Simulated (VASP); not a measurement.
# Ga3Se in VASP: notebook

The runs below take Ga3Se through single point, with r2SCAN.

Program: VASP 6.6.1. These are calculated values, not measurements. Logs are shortened: lines on timing, memory, paths and dates and some standing lists are left out, and cuts for length are marked.

### Step 1. The cell of the first run

It takes space group Pm-3m (No. 221, cubic). The conventional cell has a = 4.432 Å, b = 4.432 Å, c = 4.432 Å, α = 90.00°, β = 90.00°, γ = 90.00°. Ga (site symmetry 4/mmm) has 8 Ga at 3.13 Å and 4 Se at 3.13 Å within 4.1 Å. Within 4.1 Å of Se (site symmetry m-3m) lie 12 Ga at 3.13 Å.

### Step 2. Single point, r2SCAN

POSCAR

```
Ga3Se
1.0
    4.4324600000      0.0000000000      0.0000000000
    0.0000000000      4.4324600000      0.0000000000
    0.0000000000      0.0000000000      4.4324600000
Ga Se
3 1
Direct
    0.0000000000      0.5000000000      0.5000000000
    0.5000000000      0.0000000000      0.5000000000
    0.5000000000      0.5000000000      0.0000000000
    0.0000000000      0.0000000000      0.0000000000
```

INCAR.step1

```
PREC = Accurate
ENCUT = 520
ISMEAR = -1
SIGMA = 0.05
LREAL = F
LASPH = T
NELM = 100
NBANDS = 30
GGA = PE
ALGO = Normal
EDIFF = 1E-4
LWAVE = T
LCHARG = F
```

INCAR.step2

```
PREC = Accurate
ENCUT = 520
EDIFF = 1E-7
ISMEAR = -1
SIGMA = 0.05
LREAL = F
LASPH = T
NELM = 100
ALGO = Normal
ISIF = 2
LWAVE = F
LCHARG = T
METAGGA = R2SCAN
LMIXTAU = T
LELF = T
LVHAR = T
NBANDS = 30
ISTART = 1
```

KPOINTS

```
Automatic mesh
0
Gamma
  8 8 8
```

Potentials or basis: VASP PAW PBE potentials, release 64 (Ga_d, Se).

Launch:

```bash
> cat potpaw_PBE.64/Ga_d/POTCAR potpaw_PBE.64/Se/POTCAR > POTCAR
> cp INCAR.step1 INCAR
> mpirun -np 1 vasp_std > vasp.out
> cp INCAR.step2 INCAR
> mpirun -np 1 vasp_std > vasp.out
```

OUTCAR:

```text
PREC = Accurate
   ENCUT = 520
   EDIFF = 1E-7
   ISMEAR = -1
   LREAL = F
   LASPH = T
   NELM = 100
   ISIF = 2
   METAGGA = R2SCAN
   ISTART = 1

 ion  position               nearest neighbor table
   1  0.000  0.500  0.500-
   2  0.500  0.000  0.500-
   3  0.500  0.500  0.000-
   4  0.000  0.000  0.000-

  LATTYP: Found a simple cubic cell.
 ALAT       =     4.4324600000

  Lattice vectors:

 A1 = (   4.4324600000,   0.0000000000,   0.0000000000)
 A2 = (   0.0000000000,   4.4324600000,   0.0000000000)
 A3 = (   0.0000000000,   0.0000000000,   4.4324600000)

Analysis of symmetry for initial positions (statically):
=====================================================================
 Subroutine PRICEL returns:
 Original cell was already a primitive cell.

 Routine SETGRP: Setting up the symmetry group for a
 simple cubic supercell.

 Subroutine GETGRP returns: Found 48 space group operations
 (whereof 48 operations were pure point group operations)
 out of a pool of 48 trial point group operations.

The static configuration has the point symmetry O_h .

Analysis of symmetry for dynamics (positions and initial velocities):
=====================================================================
 Subroutine PRICEL returns:
 Original cell was already a primitive cell.

 Routine SETGRP: Setting up the symmetry group for a
 simple cubic supercell.

 Subroutine GETGRP returns: Found 48 space group operations
 (whereof 48 operations were pure point group operations)
 out of a pool of 48 trial point group operations.

The dynamic configuration has the point symmetry O_h .

 Subroutine INISYM returns: Found 48 space group operations
 (whereof 48 operations are pure point group operations),
 and found     1 'primitive' translations

----------------------------------------------------------------------------------------

                                     Primitive cell

  volume of cell :      87.0832

  direct lattice vectors                    reciprocal lattice vectors
     4.432460000  0.000000000  0.000000000     0.225608353  0.000000000  0.000000000
     0.000000000  4.432460000  0.000000000     0.000000000  0.225608353  0.000000000
     0.000000000  0.000000000  4.432460000     0.000000000  0.000000000  0.225608353

  length of vectors
     4.432460000  4.432460000  4.432460000     0.225608353  0.225608353  0.225608353

  position of ions in fractional coordinates (direct lattice)
     0.000000000  0.500000000  0.500000000
     0.500000000  0.000000000  0.500000000
     0.500000000  0.500000000  0.000000000
     0.000000000  0.000000000  0.000000000

  ion indices of the primitive-cell ions
   primitive index   ion index
                 1           1
                 2           2
                 3           3
                 4           4

----------------------------------------------------------------------------------------

 KPOINTS: Automatic mesh

Automatic generation of k-mesh.
 Grid dimensions read from file:
 generate k-points for:    8    8    8

 Generating k-lattice:

  Cartesian coordinates                     Fractional coordinates (reciprocal lattice)
     0.028201044  0.000000000  0.000000000     0.125000000  0.000000000  0.000000000
     0.000000000  0.028201044  0.000000000     0.000000000  0.125000000  0.000000000
     0.000000000  0.000000000  0.028201044     0.000000000  0.000000000  0.125000000

  Length of vectors
     0.028201044  0.028201044  0.028201044

  Shift w.r.t. Gamma in fractional coordinates (k-lattice)
     0.000000000  0.000000000  0.000000000

 Subroutine IBZKPT returns following result:
 ===========================================

 Found     35 irreducible k-points:

 Following reciprocal coordinates:
            Coordinates               Weight
  0.000000  0.000000  0.000000      1.000000
  0.125000  0.000000  0.000000      6.000000
  0.250000  0.000000  0.000000      6.000000
  0.375000  0.000000  0.000000      6.000000
  0.500000  0.000000  0.000000      3.000000
  0.125000  0.125000  0.000000     12.000000
[... 16 lines left out ...]
  0.375000  0.375000  0.125000     24.000000
  0.500000  0.375000  0.125000     24.000000
 [... further k-points ...]
   k-points           NKPTS =     35   k-points in BZ     NKDIM =     35   number of bands    NBANDS=     30
   number of dos      NEDOS =    301   number of ions     NIONS =      4
   total plane-waves  NPLWV =  46656
   dimension x,y,z NGX =    36 NGY =   36 NGZ =   36
   dimension x,y,z NGXF=    72 NGYF=   72 NGZF=   72
   ions per type =               3   1
   NGX,Y,Z   is equivalent  to a cutoff of  13.50, 13.50, 13.50 a.u.
   NGXF,Y,Z  is equivalent  to a cutoff of  27.00, 27.00, 27.00 a.u.
 SYSTEM =  unknown system
   PREC   = accura    normal or accurate (medium, high low for compatibility)
   ISTART =      1    job   : 0-new  1-cont  2-samecut
   ICHARG =      0    charge: 1-file 2-atom 10-const
   ISPIN  =      1    spin polarized calculation?
   LNONCOLLINEAR =      F non collinear calculations
   LSORBIT =      F    spin-orbit coupling
   LASPH  =      T    aspherical Exc in radial PAW
   ENCUT  =  520.0 eV  38.22 Ry    6.18 a.u.   8.24  8.24  8.24*2*pi/ulx,y,z
   NELM   =    100;   NELMIN=  2; NELMDL=  0     # of ELM steps
   EDIFF  = 0.1E-06   stopping-criterion for ELM
   LREAL  =      F    real-space projection
   EDIFFG = 0.1E-05   stopping-criterion for IOM
   NSW    =      0    number of steps for IOM
   IBRION =     -1    ionic relax: 0-MD 1-quasi-New 2-CG
   NFREE  =      0    steps in history (QN), initial steepest desc. (CG)
   ISIF   =      2    stress and relaxation
   ISYM   =      2    0-nonsym 1-usesym 2-fastsym
   POTIM  = 0.5000    time-step for ionic-motion
   TEBEG  =    0.0;   TEEND  =   0.0 temperature during run
   PSTRESS=    0.0 pullay stress
   NELECT =      45.0000    total number of electrons
   NUPDOWN=      -1.0000    fix difference up-down
   EMIN   =  10.00;   EMAX   =-10.00  energy-range for DOS
   EFERMI =   0.00;   METHOD = LEGACY
   ISMEAR =    -1;   SIGMA  =   0.05  broadening in eV -4-tet -1-fermi 0-gaus
   EFERMI_NEDOS =   21; number of points for ismear=-14 and -15
   IALGO  =     38    algorithm
   IMIX   =      4    mixing-type and parameters
     AMIX     =   0.40;   BMIX     =  1.00
     AMIX_MAG =   1.60;   BMIX_MAG =  1.00
  volume/ion in A,a.u.               =      21.77       146.92
  Fermi-wavevector in a.u.,A,eV,Ry     =   1.313714  2.482560 23.481541  1.725845
  Thomas-Fermi vector in A             =   2.444018
   LORBIT       =      0    0 simple, 1 ext, 2 COOP (PROOUT), +10 PAW based schemes
   METAGGA = R2SCAN    functional components
   LHFCALC =     F    Hartree Fock is set to
   AEXX    =    0.0000 exact exchange contribution
   IVDW    =     0    specifies the selected vdW correction
   LEPSILON=     F    determine dielectric tensor
   LRPA    =     F    only Hartree local field effects (RPA)
 non-spin polarized calculation
  energy-cutoff  :      520.00
  volume of cell :       87.08
 maximum number of plane-waves:      2360
 NGX is ok and might be reduce to    36
   NGX = 17   NGY = 17   NGZ = 17

 number of electron      44.9999944 magnetization

 Free energy of the ion-electron system (eV)
  ---------------------------------------------------
  ext. energy  EPLUGINS =         0.00000000
  ---------------------------------------------------
  free energy    TOTEN  =       -48.21799865 eV

  energy without entropy =      -48.20612168  energy(sigma->0) =      -48.21206017

 E-fermi :   4.5264     XC(G=0): -11.0775

 val. band max:        4.5133147477   @ k =   0.5000   0.2500   0.2500
 cond. band min:       4.5626924987   @ k =   0.1250   0.1250   0.1250
 fundamental gap:      0.0493777511
 Fermi energy:         4.5264265438

 k-point     1 :       0.0000    0.0000    0.0000
  band No.  band energies     occupation
      1     -11.0823      2.00000
      2     -11.0623      2.00000
      3     -11.0623      2.00000
      4     -11.0623      2.00000
      5     -11.0144      2.00000
      6     -11.0144      2.00000
[... 22 lines left out ...]
     29      11.1075      0.00000
     30      12.1122      0.00000

 k-point     2 :       0.1250    0.0000    0.0000
  band No.  band energies     occupation
      1     -11.0721      2.00000
      2     -11.0603      2.00000
      3     -11.0544      2.00000
      4     -11.0544      2.00000
      5     -11.0132      2.00000
      6     -11.0088      2.00000
[... 22 lines left out ...]
     29      11.5990      0.00000
     30      12.2179      0.00000

 k-point     3 :       0.2500    0.0000    0.0000
  band No.  band energies     occupation
      1     -11.0553      2.00000
      2     -11.0448      2.00000
      3     -11.0320      2.00000
      4     -11.0320      2.00000
      5     -11.0102      2.00000
      6     -10.9936      2.00000
[... 22 lines left out ...]
     29      12.1765      0.00000
     30      12.4519      0.00000

 k-point     4 :       0.3750    0.0000    0.0000
  band No.  band energies     occupation
      1     -11.0498      2.00000
      2     -11.0154      2.00000
      3     -11.0006      2.00000
      4     -11.0006      2.00000
      5     -10.9998      2.00000
      6     -10.9739      2.00000
[... 22 lines left out ...]
     29      10.8115      0.00000
     30      11.4812      0.00000

 k-point     5 :       0.5000    0.0000    0.0000
  band No.  band energies     occupation
      1     -11.0474      2.00000
      2     -11.0106      2.00000
      3     -10.9807      2.00000
      4     -10.9807      2.00000
      5     -10.9783      2.00000
      6     -10.9623      2.00000
[... 22 lines left out ...]
     29       9.4311      0.00000
     30      11.0361      0.00000
[... 526 lines left out ...]
     29       9.7636      0.00000
     30      10.9643      0.00000

 k-point    22 :       0.5000    0.2500    0.1250
  band No.  band energies     occupation
      1     -11.0297      2.00000
      2     -11.0203      2.00000
      3     -11.0048      2.00000
      4     -10.9917      2.00000
      5     -10.9617      2.00000
      6     -10.9576      2.00000
[... 22 lines left out ...]
     29      10.0929      0.00000
     30      11.2992      0.00000

 k-point    23 :       0.3750    0.3750    0.1250
  band No.  band energies     occupation
      1     -11.0432      2.00000
      2     -11.0097      2.00000
      3     -11.0014      2.00000
      4     -10.9984      2.00000
      5     -10.9773      2.00000
      6     -10.9609      2.00000
[... 22 lines left out ...]
     29      10.1146      0.00000
     30      10.7737      0.00000

 k-point    24 :       0.5000    0.3750    0.1250
  band No.  band energies     occupation
      1     -11.0462      2.00000
      2     -11.0058      2.00000
      3     -11.0023      2.00000
      4     -10.9977      2.00000
      5     -10.9656      2.00000
      6     -10.9618      2.00000
[... 22 lines left out ...]
     29      10.1043      0.00000
     30      12.2004      0.00000

 [... further k-points ...]

------------------------ aborting loop because EDIFF is reached ----------------------------------------

  FORCE on cell =-STRESS in cart. coord.  units (eV):
  Direction    XX          YY          ZZ          XY          YZ          ZX
  --------------------------------------------------------------------------------------
  -------------------------------------------------------------------------------------
  Total       -0.9020542     -0.9020542     -0.9020542     -0.0000000      0.0000000     -0.0000000
  in kB      -16.5962038    -16.5962038    -16.5962038     -0.0000000      0.0000000     -0.0000000
  external PRESSURE =     -16.5962038 kB  Pullay stress =       0.0000000 kB

 VOLUME and BASIS-vectors are now :
 -----------------------------------------------------------------------------
  energy-cutoff  :      520.00
  volume of cell :       87.08
      direct lattice vectors                 reciprocal lattice vectors
     4.432460000  0.000000000  0.000000000     0.225608353  0.000000000  0.000000000
     0.000000000  4.432460000  0.000000000     0.000000000  0.225608353  0.000000000
     0.000000000  0.000000000  4.432460000     0.000000000  0.000000000  0.225608353

 POSITION                                       TOTAL-FORCE (eV/Angst)
 -----------------------------------------------------------------------------------
      0.00000      2.21623      2.21623         0.000000      0.000000      0.000000
      2.21623      0.00000      2.21623         0.000000      0.000000      0.000000
      2.21623      2.21623      0.00000         0.000000      0.000000      0.000000
      0.00000      0.00000      0.00000         0.000000      0.000000      0.000000
 -----------------------------------------------------------------------------------
    total drift:                                0.000000      0.000000      0.000000

  FREE ENERGIE OF THE ION-ELECTRON SYSTEM (eV)
  ---------------------------------------------------
  free  energy   TOTEN  =       -48.2179986546 eV

  energy  without entropy=      -48.2061216756  energy(sigma->0) =      -48.21206017
```

Run time: 8.4 min. Hardware: 1 thread of Intel Xeon 8259CL, shared host; peak memory 0.26 GiB.

What came out:

```yaml
Free_energy: -48.2180 eV
Pressure: -1.7 GPa
Band_gap_on_the_k_mesh: zero (an odd number of electrons rules out a gap without spin polarisation)
```

Levels at points of the mesh, in eV from the Fermi level:
| k point | band 20 | band 21 | band 22 | band 23 | band 24 | band 25 | band 26 | band 27 |
| --- | --- | --- | --- | --- | --- | --- | --- | --- |
| (0.00, 0.00, 0.00) | -3.96 | -2.84 | -2.84 | 1.62 | 1.62 | 1.62 | 4.65 | 4.65 |
| (0.50, 0.00, 0.00) | -3.00 | -2.16 | -1.15 | -0.28 | -0.28 | 1.42 | 4.26 | 4.40 |
| (0.50, 0.50, 0.00) | -2.36 | -0.75 | -0.75 | -0.64 | 1.47 | 1.79 | 1.79 | 1.91 |
| (0.50, 0.50, 0.50) | -5.08 | -5.08 | -5.08 | -3.72 | 4.18 | 4.18 | 4.18 | 8.92 |

Caveat: the PAW data sets were made with another functional, which shifts forces and pressure a little.

### Step 3. Single point, r2SCAN

This run uses another cell than the first one, of 21.34 Å³/atom.

POSCAR: that of step 2 with these lines changed.

```diff
@@ -4,3 +4,3 @@
     0.0000000000      4.4324600000      0.0000000000
-    0.0000000000      0.0000000000      4.4324600000
+    0.0000000000      0.0000000000      4.3438108000
 Ga Se
```

INCAR.step1: that of step 2 with these lines changed.

```diff
@@ -6,3 +6,3 @@
 LASPH = T
-NELM = 100
+NELM = 80
 NBANDS = 30
```

INCAR.step2

```
PREC = Accurate
ENCUT = 520
EDIFF = 1E-7
ISMEAR = -1
SIGMA = 0.05
LREAL = F
LASPH = T
NELM = 80
ALGO = Normal
ISIF = 2
LWAVE = F
LCHARG = F
METAGGA = R2SCAN
LMIXTAU = T
NBANDS = 30
ISTART = 1
```

KPOINTS

```
regular mesh
0
Gamma
  8 8 8
```

Potentials or basis: VASP PAW PBE potentials, release 64 (Ga_d, Se).

Launch:

```bash
> cat potpaw_PBE.64/Ga_d/POTCAR potpaw_PBE.64/Se/POTCAR > POTCAR
> cp INCAR.step1 INCAR
> mpirun -np 1 vasp_std > vasp.out
> cp INCAR.step2 INCAR
> mpirun -np 1 vasp_std > vasp.out
```

It took 12 min on 1 thread of Intel Xeon 8259CL, shared host; peak memory 0.32 GiB.

Results (log left out):

```yaml
Free_energy: -48.2316 eV
Pressure: -1.0 GPa
Band_gap_on_the_k_mesh: zero (an odd number of electrons rules out a gap without spin polarisation)
```

Levels at points of the mesh, in eV from the Fermi level:
```
           k point  band 18  band 19  band 20  band 21  band 22  band 23  band 24  band 25  band 26  band 27
(0.00, 0.00, 0.00)    -4.11    -4.11    -3.95    -2.93    -2.67     1.62     1.62     1.68     4.71     4.71
(0.50, 0.00, 0.00)    -5.39    -3.14    -3.00    -2.08    -1.11    -0.43    -0.20     1.43     4.30     4.50
(0.50, 0.50, 0.00)    -7.24    -6.82    -2.36    -0.57    -0.57    -0.51     1.74     1.86     1.86     2.01
(0.00, 0.00, 0.50)    -5.45    -3.07    -3.07    -2.17    -1.22    -0.32    -0.32     1.28     4.34     4.34
(0.50, 0.00, 0.50)    -7.16    -6.74    -2.43    -0.81    -0.76    -0.73     1.42     1.73     1.73     1.87
(0.50, 0.50, 0.50)    -5.27    -5.27    -5.22    -5.19    -5.19    -3.81     4.16     4.16     4.48     8.89
```

Caveat: the PAW data sets were made with another functional, which shifts forces and pressure a little.

The gap in the log of VASP goes by the Fermi energy; the results here count the filled bands.